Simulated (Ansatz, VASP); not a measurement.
# Two plane-wave programs on CsBr

```
Cs Br
1.0
     4.32562    0.00000    0.00000
     0.00000    4.32562    0.00000
     0.00000    0.00000    4.32562
Cs Br
1 1
Direct
  0.00000 0.00000 0.00000
  0.50000 0.50000 0.50000
```

Alike in both runs: task electric field gradients; functional PBE; k mesh 6 × 6 × 6; occupations fermi-dirac, width 0.02 eV; no spin polarisation.

|  | VASP | Ansatz |
| --- | --- | --- |
| version | VASP 6.6.1 | Ansatz 0.2.0 |
| potentials or method | VASP PAW PBE potentials, release 64 (Cs_sv, Br) | PAW with Ansatz's default frozen-core files, scalar-relativistic |
| plane-wave cutoff (eV) | 400 | 420 |
| valence electrons in the cell | 16 | 16 |

|  | VASP | Ansatz | Ansatz less VASP |
| --- | --- | --- | --- |
| gap on the k mesh at the Fermi level (eV) | 4.41 | 4.42 | +0.013 |
| pressure (GPa) | 0.6 | 0.6 | -0.01 |

With one functional, cell and mesh, what is left measures potentials, basis and numerics.

Spin-orbit coupling is off throughout.
